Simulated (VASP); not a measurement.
Write the native input for VASP 6.6.1 that does the following.

```
Task                   : single point
Functional             : LDA
Potentials or basis    : VASP PAW LDA potentials, release 64 (W_sv, C)
Cutoff                 : 520 eV
k mesh                 : 3 × 3 × 1
Occupations            : fermi-dirac, width 0.05 eV
Spin                   : no spin polarisation
Dipole correction      : no
Further INCAR settings : LREAL = Auto; ALGO = Normal; EDIFF = 1e-07; NBANDS = 86
```

The structure of WC lies in POSCAR:

```
WC
1.0
    5.7218600000      0.0000000000      0.0000000000
    0.0000000000      5.6132400000      0.0000000000
    0.0000000000      0.0000000000     17.1293970000
W C
8 8
Direct
    0.0000000000      0.0000000000      0.0583792000
    0.2500000000      0.0000000000      0.2068456737
    0.0000000000      0.5000000000      0.0583792000
    0.2500000000      0.5000000000      0.2068456737
    0.5000000000      0.0000000000      0.0583792000
    0.7500000000      0.0000000000      0.2068456737
    0.5000000000      0.5000000000      0.0583792000
    0.7500000000      0.5000000000      0.2068456737
    0.5000000000      0.2500000000      0.1486182941
    0.2500000000      0.2500000000      0.2855764922
    0.5000000000      0.7500000000      0.1486182941
    0.2500000000      0.7500000000      0.2855764922
    1.0000000000      0.2500000000      0.1486182941
    0.7500000000      0.2500000000      0.2855764922
    1.0000000000      0.7500000000      0.1486182941
    0.7500000000      0.7500000000      0.2855764922
```

These files were run (other wordings do the same):

INCAR

```
SYSTEM = WC
PREC     = Accurate       ! precision mode
ENCUT    = 520            ! plane-wave cutoff, eV
EDIFF    = 1E-7           ! SCF threshold, eV
ISMEAR   = -1             ! smearing method
SIGMA    = 0.05           ! smearing width, eV
LREAL    = Auto         
LASPH    = .True.         ! aspherical terms in the spheres
NELM     = 80             ! most SCF steps
ALGO     = Normal         ! electronic algorithm
ISIF     = 2              ! what is computed and relaxed
LWAVE    = .False.        ! write WAVECAR
LCHARG   = .True.         ! write CHGCAR
LELF     = .True.         ! ELF
LVHAR    = .True.       
NBANDS   = 86             ! bands
```

KPOINTS

```
regular mesh
0
Gamma
  3 3 1
  0 0 0
```

Potentials or basis: VASP PAW LDA potentials, release 64 (W_sv, C).

Command:

```console
$ cat potpaw_LDA.64/W_sv/POTCAR potpaw_LDA.64/C/POTCAR > POTCAR
$ mpirun -np 1 vasp_std > vasp.out
```

It gave:

| Quantity | Value |
| --- | --- |
| Largest force | 0.165 eV/Å |
| Band gap on the k mesh | zero (band 72 reaches -0.31 eV, above the bottom of band 73 at -0.53 eV) |

Caveat: the k points lie up to 0.37 Å⁻¹ apart; spin-orbit coupling is left out, which moves the levels of the heavy elements.

Wall time 7.5 min on 1 thread of Intel(R) Xeon(R) Platinum 8259CL CPU @ 2.50GHz (Skylake/Cascade Lake), on a shared host, peak memory 0.45 GiB.
